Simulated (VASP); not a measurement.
Ta4O:

```
Ta O
1.0
     3.25750    0.00000    0.00000
     0.00000    3.25750    0.00000
     0.00000    0.00000    7.40934
Ta O
4 1
Direct
  0.00000 0.00000 0.00000
  0.50000 0.50000 0.21684
  0.50000 0.50000 0.78316
  0.00000 0.00000 0.50000
  0.50000 0.50000 0.50000
```

Base run:

| Item | Value |
| --- | --- |
| Program | VASP 6.6.1 |
| Functional | PBEsol |
| Potentials or basis | VASP PAW PBE potentials, release 64 (Ta_sv_GW, O) |
| Cutoff | 700 eV |
| k mesh | 8 × 8 × 4 |
| Occupations | fermi-dirac, width 0.05 eV |
| Spin | no spin polarisation |
| Hubbard terms | Ta d U = 6.0 eV |

Its results: band gap on the k mesh zero (bands 29 and 30 overlap by 0.78 eV); pressure 10.8 GPa; largest force 0.727 eV/Å.

Problem. The run is repeated on the same cell with these changes: hubbard terms from Ta d U = 6.0 eV to Ta d U = 8.0 eV. What comes out?

Solution. Band gap on the k mesh zero (bands 29 and 30 overlap by 0.62 eV); pressure 17.9 GPa; largest force 1.013 eV/Å.

Caveats: the cell stands under pressure; the PAW data sets were made with another functional, which shifts forces and pressure a little; spin-orbit coupling is left out, which moves the levels of the heavy elements; U without spin polarisation on a metal has little footing.
